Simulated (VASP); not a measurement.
# GaCo (Pm-3m) in VASP: notebook

The runs below take GaCo through single point, with PBE, PBEsol, LDA.

Everything below comes from runs of VASP 6.6.1. Logs are shortened: lines on timing, memory, paths and dates and some standing lists are left out, and cuts for length are marked.

## Step 1: The cell of the first run

It takes space group Pm-3m (No. 221, cubic). Conventional cell: a = 2.878 Å, b = 2.878 Å, c = 2.878 Å, α = 90.00°, β = 90.00°, γ = 90.00°. Ga (site symmetry m-3m) has 8 Co at 2.49 Å and 6 Ga at 2.88 Å within 3.3 Å. Within 3.3 Å of Co (site symmetry m-3m) lie 8 Ga at 2.49 Å and 6 Co at 2.88 Å.

## Step 2: Single point, PBE, collinear spin, ferromagnetic start

INCAR reads:

```
SYSTEM = GaCo
PREC     = Accurate       ! precision mode
ENCUT    = 520            ! plane-wave cutoff, eV
EDIFF    = 1E-6           ! SCF threshold, eV
ISMEAR   = -1             ! smearing method
SIGMA    = 0.05           ! smearing width, eV
LREAL    = .FALSE.        ! projectors in reciprocal space
LASPH    = .TRUE.         ! aspherical terms in the spheres
NELM     = 150            ! most SCF steps
ALGO     = Normal         ! electronic algorithm
ISIF     = 2              ! what is computed and relaxed
LWAVE    = .FALSE.        ! write WAVECAR
LCHARG   = .FALSE.        ! write CHGCAR
ISPIN    = 2              ! spin polarisation
MAGMOM   = 0 3.5          ! initial moments
LORBIT   = 11             ! projections on sites
LMAXMIX  = 4              ! l up to which the mixer works
GGA      = PE             ! functional
NBANDS   = 22             ! bands
```

KPOINTS reads:

```
Automatic mesh
0
G
  9 9 9
  0 0 0
```

POSCAR reads:

```
GaCo
1.0
    2.8780000000      0.0000000000      0.0000000000
    0.0000000000      2.8780000000      0.0000000000
    0.0000000000      0.0000000000      2.8780000000
Ga Co
1 1
Direct
    0.5000000000      0.5000000000      0.5000000000
    0.0000000000      0.0000000000      0.0000000000
```

Potentials or basis: VASP PAW PBE potentials, release 64 (Ga_d, Co).

Launch:

```bash
$ cat potpaw_PBE.64/Ga_d/POTCAR potpaw_PBE.64/Co/POTCAR > POTCAR
$ mpirun -np 1 vasp_std > vasp.out
```

OUTCAR:

```text
SYSTEM = GaCo
   PREC = Accurate
   ENCUT = 520
   EDIFF = 1E-6
   ISMEAR = -1
   LREAL = .FALSE.
   LASPH = .TRUE.
   NELM = 150
   ISIF = 2
   ISPIN = 2
   LORBIT = 11
   GGA = PE

 ion  position               nearest neighbor table
   1  0.500  0.500  0.500-   2 2.49   2 2.49   2 2.49   2 2.49   2 2.49   2 2.49   2 2.49   2 2.49

   2  0.000  0.000  0.000-   1 2.49   1 2.49   1 2.49   1 2.49   1 2.49   1 2.49   1 2.49   1 2.49

  LATTYP: Found a simple cubic cell.
 ALAT       =     2.8780000000

  Lattice vectors:

 A1 = (   2.8780000000,   0.0000000000,   0.0000000000)
 A2 = (   0.0000000000,   2.8780000000,   0.0000000000)
 A3 = (   0.0000000000,   0.0000000000,   2.8780000000)

Analysis of symmetry for initial positions (statically):
=====================================================================
 Subroutine PRICEL returns:
 Original cell was already a primitive cell.

 Routine SETGRP: Setting up the symmetry group for a
 simple cubic supercell.

 Subroutine GETGRP returns: Found 48 space group operations
 (whereof 48 operations were pure point group operations)
 out of a pool of 48 trial point group operations.

The static configuration has the point symmetry O_h .

Analysis of symmetry for dynamics (positions and initial velocities):
=====================================================================
 Subroutine PRICEL returns:
 Original cell was already a primitive cell.

 Routine SETGRP: Setting up the symmetry group for a
 simple cubic supercell.

 Subroutine GETGRP returns: Found 48 space group operations
 (whereof 48 operations were pure point group operations)
 out of a pool of 48 trial point group operations.

The dynamic configuration has the point symmetry O_h .

Analysis of structural, dynamic, and magnetic symmetry:
=====================================================================
 Subroutine PRICEL returns:
 Original cell was already a primitive cell.

 Routine SETGRP: Setting up the symmetry group for a
 simple cubic supercell.

 Subroutine GETGRP returns: Found 48 space group operations
 (whereof 48 operations were pure point group operations)
 out of a pool of 48 trial point group operations.

The overall configuration has the point symmetry O_h .

 Subroutine INISYM returns: Found 48 space group operations
 (whereof 48 operations are pure point group operations),
 and found     1 'primitive' translations

----------------------------------------------------------------------------------------

                                     Primitive cell

  volume of cell :      23.8381

  direct lattice vectors                    reciprocal lattice vectors
     2.878000000  0.000000000  0.000000000     0.347463516  0.000000000  0.000000000
     0.000000000  2.878000000  0.000000000     0.000000000  0.347463516  0.000000000
     0.000000000  0.000000000  2.878000000     0.000000000  0.000000000  0.347463516

  length of vectors
     2.878000000  2.878000000  2.878000000     0.347463516  0.347463516  0.347463516

  position of ions in fractional coordinates (direct lattice)
     0.500000000  0.500000000  0.500000000
     0.000000000  0.000000000  0.000000000

  ion indices of the primitive-cell ions
   primitive index   ion index
                 1           1
                 2           2

----------------------------------------------------------------------------------------

 KPOINTS: Automatic mesh

Automatic generation of k-mesh.
 Grid dimensions read from file:
 generate k-points for:    9    9    9

 Generating k-lattice:

  Cartesian coordinates                     Fractional coordinates (reciprocal lattice)
     0.038607057  0.000000000  0.000000000     0.111111111  0.000000000  0.000000000
     0.000000000  0.038607057  0.000000000     0.000000000  0.111111111  0.000000000
     0.000000000  0.000000000  0.038607057     0.000000000  0.000000000  0.111111111

  Length of vectors
     0.038607057  0.038607057  0.038607057

  Shift w.r.t. Gamma in fractional coordinates (k-lattice)
     0.000000000  0.000000000  0.000000000

 Subroutine IBZKPT returns following result:
 ===========================================

 Found     35 irreducible k-points:

 Following reciprocal coordinates:
            Coordinates               Weight
  0.000000  0.000000  0.000000      1.000000
  0.111111  0.000000  0.000000      6.000000
  0.222222  0.000000  0.000000      6.000000
  0.333333  0.000000  0.000000      6.000000
  0.444444  0.000000  0.000000      6.000000
  0.111111  0.111111  0.000000     12.000000
[... 16 lines left out ...]
  0.333333  0.333333  0.111111     24.000000
  0.444444  0.333333  0.111111     48.000000
 [... further k-points ...]
   k-points           NKPTS =     35   k-points in BZ     NKDIM =     35   number of bands    NBANDS=     22
   number of dos      NEDOS =    301   number of ions     NIONS =      2
   total plane-waves  NPLWV =  13824
   dimension x,y,z NGX =    24 NGY =   24 NGZ =   24
   dimension x,y,z NGXF=    48 NGYF=   48 NGZF=   48
   ions per type =               1   1
   NGX,Y,Z   is equivalent  to a cutoff of  13.86, 13.86, 13.86 a.u.
   NGXF,Y,Z  is equivalent  to a cutoff of  27.73, 27.73, 27.73 a.u.
 SYSTEM =  GaCo
   PREC   = accura    normal or accurate (medium, high low for compatibility)
   ISTART =      0    job   : 0-new  1-cont  2-samecut
   ICHARG =      2    charge: 1-file 2-atom 10-const
   ISPIN  =      2    spin polarized calculation?
   LNONCOLLINEAR =      F non collinear calculations
   LSORBIT =      F    spin-orbit coupling
   LASPH  =      T    aspherical Exc in radial PAW
   ENCUT  =  520.0 eV  38.22 Ry    6.18 a.u.   5.35  5.35  5.35*2*pi/ulx,y,z
   NELM   =    150;   NELMIN=  2; NELMDL= -5     # of ELM steps
   EDIFF  = 0.1E-05   stopping-criterion for ELM
   LREAL  =      F    real-space projection
   EDIFFG = 0.1E-04   stopping-criterion for IOM
   NSW    =      0    number of steps for IOM
   IBRION =     -1    ionic relax: 0-MD 1-quasi-New 2-CG
   NFREE  =      0    steps in history (QN), initial steepest desc. (CG)
   ISIF   =      2    stress and relaxation
   ISYM   =      2    0-nonsym 1-usesym 2-fastsym
   POTIM  = 0.5000    time-step for ionic-motion
   TEBEG  =    0.0;   TEEND  =   0.0 temperature during run
   PSTRESS=    0.0 pullay stress
   NELECT =      22.0000    total number of electrons
   NUPDOWN=      -1.0000    fix difference up-down
   EMIN   =  10.00;   EMAX   =-10.00  energy-range for DOS
   EFERMI =   0.00;   METHOD = LEGACY
   ISMEAR =    -1;   SIGMA  =   0.05  broadening in eV -4-tet -1-fermi 0-gaus
   EFERMI_NEDOS =   21; number of points for ismear=-14 and -15
   IALGO  =     38    algorithm
   IMIX   =      4    mixing-type and parameters
     AMIX     =   0.40;   BMIX     =  1.00
     AMIX_MAG =   1.60;   BMIX_MAG =  1.00
  volume/ion in A,a.u.               =      11.92        80.43
  Fermi-wavevector in a.u.,A,eV,Ry     =   1.593890  3.012015 34.565389  2.540484
  Thomas-Fermi vector in A             =   2.692049
   LORBIT       =     11    0 simple, 1 ext, 2 COOP (PROOUT), +10 PAW based schemes
   GGA     = PE    functional components
   LHFCALC =     F    Hartree Fock is set to
   AEXX    =    0.0000 exact exchange contribution
   IVDW    =     0    specifies the selected vdW correction
   LEPSILON=     F    determine dielectric tensor
   LRPA    =     F    only Hartree local field effects (RPA)
 spin polarized calculation
  energy-cutoff  :      520.00
  volume of cell :       23.84
 maximum number of plane-waves:       656
 NGX is ok and might be reduce to    24
   NGX = 11   NGY = 11   NGZ = 11

 number of electron      22.0000018 magnetization       0.0026128

 Free energy of the ion-electron system (eV)
  ---------------------------------------------------
  ext. energy  EPLUGINS =         0.00000000
  ---------------------------------------------------
  free energy    TOTEN  =       -10.48159704 eV

  energy without entropy =      -10.47068418  energy(sigma->0) =      -10.47614061

 E-fermi :   9.7763     XC(G=0): -13.1899

 val. band max:        9.7086292024   @ k =   0.4444   0.4444   0.1111
 cond. band min:       9.7824491280   @ k =   0.4444   0.3333   0.3333
 fundamental gap:      0.0738199257
 Fermi energy:         9.7762570499

 spin component 1

 k-point     1 :       0.0000    0.0000    0.0000
  band No.  band energies     occupation
      1      -5.3866      1.00000
      2      -5.3866      1.00000
      3      -5.0400      1.00000
      4      -5.0400      1.00000
      5      -5.0400      1.00000
      6      -2.2889      1.00000
[... 14 lines left out ...]
     21      35.1102      0.00000
     22      35.1102      0.00000
[... 552 lines left out ...]
  band No.  band energies     occupation
      1      -5.3063      1.00000
      2      -5.2126      1.00000
      3      -5.1652      1.00000
      4      -5.1371      1.00000
      5      -4.9606      1.00000
      6       2.9061      1.00000
[... 14 lines left out ...]
     21      33.3700      0.00000
     22      35.1055      0.00000

 [... further k-points ...]

 spin component 2

 k-point     1 :       0.0000    0.0000    0.0000
  band No.  band energies     occupation
      1      -5.3867      1.00000
      2      -5.3867      1.00000
      3      -5.0401      1.00000
      4      -5.0401      1.00000
      5      -5.0401      1.00000
      6      -2.2891      1.00000
[... 14 lines left out ...]
     21      35.1107      0.00000
     22      35.1107      0.00000
[... 552 lines left out ...]
  band No.  band energies     occupation
      1      -5.3063      1.00000
      2      -5.2127      1.00000
      3      -5.1653      1.00000
      4      -5.1372      1.00000
      5      -4.9607      1.00000
      6       2.9060      1.00000
[... 14 lines left out ...]
     21      33.3699      0.00000
     22      35.1052      0.00000

 [... further k-points ...]

------------------------ aborting loop because EDIFF is reached ----------------------------------------

  FORCE on cell =-STRESS in cart. coord.  units (eV):
  Direction    XX          YY          ZZ          XY          YZ          ZX
  --------------------------------------------------------------------------------------
  -------------------------------------------------------------------------------------
  Total        0.1370497      0.1370497      0.1370497      0.0000000      0.0000000     -0.0000000
  in kB        9.2112005      9.2112005      9.2112005      0.0000000      0.0000000     -0.0000000
  external PRESSURE =       9.2112005 kB  Pullay stress =       0.0000000 kB

 VOLUME and BASIS-vectors are now :
 -----------------------------------------------------------------------------
  energy-cutoff  :      520.00
  volume of cell :       23.84
      direct lattice vectors                 reciprocal lattice vectors
     2.878000000  0.000000000  0.000000000     0.347463516  0.000000000  0.000000000
     0.000000000  2.878000000  0.000000000     0.000000000  0.347463516  0.000000000
     0.000000000  0.000000000  2.878000000     0.000000000  0.000000000  0.347463516

 POSITION                                       TOTAL-FORCE (eV/Angst)
 -----------------------------------------------------------------------------------
      1.43900      1.43900      1.43900         0.000000      0.000000      0.000000
      0.00000      0.00000      0.00000         0.000000      0.000000      0.000000
 -----------------------------------------------------------------------------------
    total drift:                                0.000000      0.000000     -0.000000

  FREE ENERGIE OF THE ION-ELECTRON SYSTEM (eV)
  ---------------------------------------------------
  free  energy   TOTEN  =       -10.4815970393 eV

  energy  without entropy=      -10.4706841849  energy(sigma->0) =      -10.47614061

 total charge

# of ion       s       p       d       tot
------------------------------------------
    1        0.847   0.886  10.052  11.786
    2        0.387   0.454   7.512   8.353
--------------------------------------------------
tot          1.234   1.341  17.564  20.139

 magnetization (x)

# of ion       s       p       d       tot
------------------------------------------
    1       -0.000  -0.000  -0.000  -0.000
    2        0.000  -0.000   0.003   0.003
--------------------------------------------------
tot         -0.000  -0.000   0.003   0.002
```

It took 24 s on 1 thread of AMD EPYC 9R45 (Zen 5), shared host; peak memory 0.14 GiB.

What came out:

```yaml
Free_energy: -10.4816 eV
Pressure: 0.9 GPa
Band_gap_on_the_k_mesh: zero (filled and empty bands overlap)
Net_moment: 0.00 μB per cell
Valence_electrons_inside_the_program's_atomic_spheres: Ga 11.79; Co 8.35
```

Caveat: the starting moments collapsed, and a magnetic state may lie lower.

## Step 3: Single point, PBEsol, collinear spin, ferromagnetic start

INCAR reads:

```
SYSTEM = GaCo
  ALGO = Normal
  EDIFF = 1E-7
  ENCUT = 520
  GGA = PS
  ISIF = 2
  ISMEAR = 0
  ISPIN = 2
  LASPH = .TRUE.
  LCHARG = .FALSE.
  LMAXMIX = 4
  LORBIT = 11
  LREAL = .FALSE.
  LWAVE = .FALSE.
  MAGMOM = 0 2
  NBANDS = 22
  NELM = 150
  PREC = Accurate
  SIGMA = 0.1
```

KPOINTS reads:

```
k-points
0
G
  9 9 9
  0 0 0
```

POSCAR is that of step 2.

Potentials or basis: VASP PAW PBE potentials, release 64 (Ga_d, Co).

Launch:

```bash
$ cat potpaw_PBE.64/Ga_d/POTCAR potpaw_PBE.64/Co/POTCAR > POTCAR
$ mpirun -np 1 vasp_std > vasp.out
```

It took 21 s on 1 thread of Intel Xeon 6975P-C (Granite Rapids), shared host; peak memory 0.16 GiB.

Results (log left out):

```
Free energy                                           : -11.7535 eV
Pressure                                              : -7.1 GPa
Band gap on the k mesh                                : zero (filled and empty bands overlap)
Net moment                                            : 0.00 μB per cell
Valence electrons inside the program's atomic spheres : Ga 11.79; Co 8.35
```

Levels at points of the mesh, in eV from the Fermi level:
Spin up:
```tsv
k point	band 9	band 10	band 11	band 12	band 13	band 14
(0.00, 0.00, 0.00)	-0.71	-0.71	-0.71	5.19	5.19	5.19
```
Spin down:
```
           k point  band 9  band 10  band 11  band 12  band 13  band 14
(0.00, 0.00, 0.00)   -0.71    -0.71    -0.71     5.19     5.19     5.19
```

Caveat: the starting moments collapsed, and a magnetic state may lie lower; the PAW data sets were made with another functional, which shifts forces and pressure a little.

## Step 4: Single point, PBE, collinear spin, ferromagnetic start

INCAR reads:

```
SYSTEM = GaCo
PREC = Accurate
ENCUT = 520
EDIFF = 1E-6
ISMEAR = 0
SIGMA = 0.1
LREAL = .False.
LASPH = .True.
NELM = 150
ALGO = Normal
ISIF = 2
LWAVE = .False.
LCHARG = .False.
ISPIN = 2
MAGMOM = 0 2
LORBIT = 11
LMAXMIX = 4
GGA = PE
NBANDS = 22
```

KPOINTS reads:

```
Automatic mesh
0
Gamma
  9 9 9
  0 0 0
```

POSCAR is that of step 3.

Launch:

```bash
$ cat potpaw_PBE.64/Ga_d/POTCAR potpaw_PBE.64/Co/POTCAR > POTCAR
$ mpirun -np 1 vasp_std > vasp.out
```

It took 19 s on 1 thread of Intel Xeon 6975P-C (Granite Rapids), shared host; peak memory 0.16 GiB.

It converged, with:

| Quantity | Value |
| --- | --- |
| Free energy | -10.4794 eV |
| Pressure | 0.9 GPa |
| Band gap on the k mesh | zero (filled and empty bands overlap) |
| Net moment | 0.00 μB per cell |
| Valence electrons inside the program's atomic spheres | Ga 11.79; Co 8.35 |

Levels at points of the mesh, in eV from the Fermi level:
Spin up:
```tsv
k point	band 8	band 9	band 10	band 11	band 12	band 13	band 14	band 15
(0.00, 0.00, 0.00)	-2.54	-0.73	-0.73	-0.73	5.21	5.21	5.21	11.05
```
Spin down:
| k point | band 7 | band 8 | band 9 | band 10 | band 11 | band 12 | band 13 | band 14 | band 15 | band 16 |
| --- | --- | --- | --- | --- | --- | --- | --- | --- | --- | --- |
| (0.00, 0.00, 0.00) | -2.54 | -2.54 | -0.73 | -0.73 | -0.73 | 5.21 | 5.21 | 5.21 | 11.05 | 11.05 |

Caveat: the starting moments collapsed, and a magnetic state may lie lower.

## Step 5: Single point, LDA, collinear spin, ferromagnetic start

INCAR: that of step 4 with these lines changed.

```diff
@@ -17,3 +17,2 @@
 LMAXMIX = 4
-GGA = PE
 NBANDS = 22
```

KPOINTS reads:

```
regular mesh
0
Gamma
  9 9 9
  0 0 0
```

POSCAR is that of step 4.

Potentials or basis: VASP PAW LDA potentials, release 64 (Ga_d, Co).

Launch:

```bash
$ cat potpaw_LDA.64/Ga_d/POTCAR potpaw_LDA.64/Co/POTCAR > POTCAR
$ mpirun -np 1 vasp_std > vasp.out
```

It took 12 s on 1 thread of Intel Xeon 6975P-C (Granite Rapids), shared host; peak memory 0.15 GiB.

Results (log left out):

```yaml
Free_energy: -12.4630 eV
Pressure: -13.0 GPa
Band_gap_on_the_k_mesh: zero (filled and empty bands overlap)
Net_moment: 0.00 μB per cell
Valence_electrons_inside_the_program's_atomic_spheres: Ga 11.80; Co 8.37
```

Levels at points of the mesh, in eV from the Fermi level:
Spin up:
| k point | band 8 | band 9 | band 10 | band 11 | band 12 | band 13 | band 14 | band 15 |
| --- | --- | --- | --- | --- | --- | --- | --- | --- |
| (0.00, 0.00, 0.00) | -2.55 | -0.70 | -0.70 | -0.70 | 5.18 | 5.18 | 5.18 | 11.20 |
Spin down:
```
           k point  band 7  band 8  band 9  band 10  band 11  band 12  band 13  band 14  band 15  band 16
(0.00, 0.00, 0.00)   -2.55   -2.55   -0.70    -0.70    -0.70     5.18     5.18     5.18    11.20    11.20
```

Caveat: the starting moments collapsed, and a magnetic state may lie lower.
